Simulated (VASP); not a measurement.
# ZnBr (R-3m) in VASP: a series of runs, part 2 of 2

VASP 6.6.1. The steps go on from the part before.

## (3) Relaxation of cell and atoms, PBE

The input, INCAR:

```
SYSTEM = ZnBr
PREC = Accurate ; ENCUT = 600
EDIFF = 1E-6 ; ISMEAR = 0
SIGMA = 0.1 ; LREAL = .FALSE.
LASPH = .TRUE. ; NELM = 80
ALGO = Normal ; ISIF = 3
LWAVE = .FALSE. ; LCHARG = .FALSE.
GGA = PE ; IBRION = 2
NSW = 90 ; EDIFFG = -0.04
```

The input, KPOINTS:

```
Automatic mesh
0
G
  6 6 6
  0 0 0
```

The input, POSCAR:

```
ZnBr
1.0
    2.7811602700      1.6057036300      3.6246062000
   -2.7811602700      1.6057036300      3.6246062000
    0.0000000000     -3.2114072600      3.6246062000
Zn Br
1 1
Direct
    0.0000000000      0.0000000000      0.0000000000
    0.5000000000      0.5000000000      0.5000000000
```

Potentials or basis: VASP PAW PBE potentials, release 64 (Zn, Br).

The run is started by

```
$ cat potpaw_PBE.64/Zn/POTCAR potpaw_PBE.64/Br/POTCAR > POTCAR
$ mpirun -np 1 vasp_std > vasp.out
```

OUTCAR:

```text
SYSTEM = ZnBr
   PREC = Accurate
   ENCUT = 600
   EDIFF = 1E-6
   ISMEAR = 0
   LREAL = .FALSE.
   LASPH = .TRUE.
   NELM = 80
   ISIF = 3
   GGA = PE
   IBRION = 2
   NSW = 90
   EDIFFG = -0.04

 ion  position               nearest neighbor table
   1  0.000  0.000  0.000-
   2  0.500  0.500  0.500-

  LATTYP: Found a trigonal (rhomboedric) cell.
 ALAT       =     4.8426136228
 COS(alpha) =     0.3403365979

  Lattice vectors:

 A1 = (   2.7811602700,   1.6057036300,   3.6246062000)
 A2 = (  -2.7811602700,   1.6057036300,   3.6246062000)
 A3 = (   0.0000000000,  -3.2114072600,   3.6246062000)

Analysis of symmetry for initial positions (statically):
=====================================================================
 Subroutine PRICEL returns:
 Original cell was already a primitive cell.

 Routine SETGRP: Setting up the symmetry group for a
 trigonal (rhombohedral) supercell.

 Subroutine GETGRP returns: Found 12 space group operations
 (whereof 12 operations were pure point group operations)
 out of a pool of 12 trial point group operations.

The static configuration has the point symmetry D_3d.

Analysis of symmetry for dynamics (positions and initial velocities):
=====================================================================
 Subroutine PRICEL returns:
 Original cell was already a primitive cell.
[... 160 lines left out ...]

  FORCE on cell =-STRESS in cart. coord.  units (eV):
  Direction    XX          YY          ZZ          XY          YZ          ZX
  --------------------------------------------------------------------------------------
  -------------------------------------------------------------------------------------
  Total       -2.5869959     -2.5869959     -1.4440321     -0.0000000      0.0000000     -0.0000000
  in kB      -42.6778796    -42.6778795    -23.8223138     -0.0000000      0.0000000     -0.0000000
  external PRESSURE =     -36.3926910 kB  Pullay stress =       0.0000000 kB
[... 866 lines left out ...]
      2      -1.9844      2.00000
      3      -1.7617      2.00000
      4      -1.5928      2.00000
      5      -0.9423      2.00000
      6      -0.7810      2.00000
      7      -0.6875      2.00000
      8      -0.0052      2.00000
      9       0.3259      2.00000
     10       6.4229      2.00000
     11      11.1542      0.00000
     12      12.6557      0.00000
     13      14.3809      0.00000

 [... further k-points ...]

[... ionic steps 4 to 10 ...]

--------------------------------------- Ionic step       11  -------------------------------------------

 number of electron      19.0000003 magnetization

------------------------ aborting loop because EDIFF is reached ----------------------------------------
[... 67 lines left out ...]
--------------------------------------- Ionic step       13  -------------------------------------------

 number of electron      19.0000006 magnetization

 Free energy of the ion-electron system (eV)
  ---------------------------------------------------
  ext. energy  EPLUGINS =         0.00000000
  ---------------------------------------------------
  free energy    TOTEN  =        -3.03290158 eV

  energy without entropy =       -3.01775552  energy(sigma->0) =       -3.02532855

 E-fermi :   2.3981     XC(G=0):  -9.1224

 val. band max:        2.3880488928   @ k =   0.3333   0.1667  -0.0000
 cond. band min:       2.4033995272   @ k =  -0.3333   0.5000   0.3333
 fundamental gap:      0.0153506344
 Fermi energy:         2.3981104648
[... 413 lines left out ...]
  FREE ENERGIE OF THE ION-ELECTRON SYSTEM (eV)
  ---------------------------------------------------
  free  energy   TOTEN  =        -3.0329015774 eV

  energy  without entropy=       -3.0177555232  energy(sigma->0) =       -3.02532855

 reached required accuracy - stopping structural energy minimisation
```

OSZICAR:

```text
N       E                     dE             d eps       ncg     rms          rms(c)
DAV:   1     0.101075652720E+03    0.10108E+03   -0.87839E+03   832   0.144E+03
DAV:   2     0.689795561387E+01   -0.94178E+02   -0.90924E+02  1019   0.264E+02
DAV:   3    -0.243232814166E+01   -0.93303E+01   -0.92282E+01   897   0.751E+01
[... 137 lines left out ...]
DAV:   3    -0.303273145817E+01    0.13274E-01   -0.99578E-03   983   0.203E+00    0.688E-02
DAV:   4    -0.303289577371E+01   -0.16432E-03   -0.19403E-03   832   0.506E-01    0.508E-02
DAV:   5    -0.303289984545E+01   -0.40717E-05   -0.25940E-05   912   0.772E-02    0.109E-02
DAV:   6    -0.303290136310E+01   -0.15176E-05   -0.32016E-06   825   0.295E-02    0.262E-03
DAV:   7    -0.303290157741E+01   -0.21430E-06   -0.73697E-07   431   0.111E-02
  13 F= -.30329016E+01 E0= -.30253286E+01  d E =-.267302E-02
```

It took 3.3 min on 1 thread of AMD EPYC 9R45 (Zen 5), shared host; peak memory 0.26 GiB.

What came out:

| Item | Value |
| --- | --- |
| Free energy | -3.0329 eV |
| Relaxed volume | 25.12 Å³/atom |
| Relaxed cell | a = 4.066 Å, b = 4.066 Å, c = 4.066 Å, α = 62.56°, β = 62.56°, γ = 62.56° |
| Space group after relaxing (to 0.05 Å) | R-3m (No. 166) |
| Energy gained by relaxing | 580.7 meV/atom |
| Ionic steps | 13 |
| Pressure after relaxing | -0.1 GPa |

The path:
| step | energy change (eV) | largest force (eV/Å) | pressure (GPa) | volume (Å³) |
| --- | --- | --- | --- | --- |
| 1 | 0.0000 | 0.0000 | -3.64 | 97.12 |
| 2 | -0.3887 | 0.0000 | -4.31 | 82.40 |
| 3 | -0.9664 | 0.0000 | -3.83 | 62.23 |
| 4 | 0.2335 | 0.0000 | 36.83 | 32.03 |
| 5 | -1.1003 | 0.0000 | -2.56 | 56.02 |
| 6 | -1.1534 | 0.0000 | 1.01 | 48.33 |
| 7 | -1.1578 | 0.0000 | -0.05 | 50.08 |
| 8 | -1.1574 | 0.0000 | 0.40 | 49.34 |
| 9 | -1.1587 | 0.0000 | -0.02 | 50.03 |
| 10 | -1.1587 | 0.0000 | -0.29 | 50.48 |
| 11 | -1.1588 | 0.0000 | -0.15 | 50.22 |
| 12 | -1.1596 | 0.0000 | -0.12 | 50.23 |
| 13 | -1.1615 | 0.0000 | -0.09 | 50.25 |

Final structure:
```cif
data_structure
_symmetry_space_group_name_H-M 'P 1'
_symmetry_Int_Tables_number 1
_cell_length_a 4.0663
_cell_length_b 4.0663
_cell_length_c 4.0663
_cell_angle_alpha 62.557
_cell_angle_beta 62.557
_cell_angle_gamma 62.557
_cell_volume 50.25
loop_
_atom_site_label
_atom_site_type_symbol
_atom_site_fract_x
_atom_site_fract_y
_atom_site_fract_z
_atom_site_occupancy
Zn1 Zn 0.00000 0.00000 0.00000 1
Br1 Br 0.50000 0.50000 0.50000 1
```

Levels at points of the mesh, in eV from the Fermi level:
| k point | band 7 | band 8 | band 9 | band 10 | band 11 | band 12 |
| --- | --- | --- | --- | --- | --- | --- |
| (0.00, 0.00, 0.00) | -3.52 | -3.52 | -3.24 | -2.61 | 6.84 | 6.84 |
| (0.50, 0.00, 0.00) | -6.31 | -3.23 | -3.13 | 1.56 | 2.04 | 3.76 |
| (0.50, 0.50, 0.00) | -5.70 | -4.47 | -4.18 | -2.20 | 4.25 | 6.23 |
| (0.50, 0.50, 0.50) | -6.13 | -3.32 | -3.32 | 1.33 | 1.92 | 3.48 |

Caveat: the volume moved by over 15 % at a fixed basis, so the end points are rough; an odd number of electrons without spin polarisation forces a metal; a magnetic or distorted state may lie lower.
